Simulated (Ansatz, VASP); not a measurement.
**ScF3 in VASP and in Ansatz**

```
Sc F
1.0
     4.02758    0.25172    0.25172
     0.25172    4.02758    0.25172
     0.25172    0.25172    4.02758
Sc F
1 3
Direct
  0.00000 0.00000 0.00000
  0.50000 0.00000 0.00000
  0.00000 0.50000 0.00000
  0.00000 0.00000 0.50000
```

Alike in both runs: task single point; functional LDA; k mesh 6 × 6 × 6; occupations gaussian, width 0.05 eV; no spin polarisation.

```csv
,VASP,Ansatz
version,VASP 6.6.1,Ansatz 0.2.0
potentials or method,"VASP PAW LDA potentials, release 64 (Sc_sv, F), cutoff 520 eV","scalar-relativistic, plane waves, PAW"
valence electrons in the cell,32,32
```

```csv
,VASP,Ansatz,Ansatz less VASP
gap on the k mesh at the Fermi level (eV),5.72,5.75,+0.027
least direct gap on the mesh (eV),5.99,6.02,+0.031
pressure (GPa),-3.8,-4.4,-0.59
"traceless stress, the component that is largest in VASP (GPa)",-2.88,-2.99,-0.109
```

LDA's correlation is that of Perdew and Zunger in VASP and of Perdew and Wang (1992) in Ansatz.
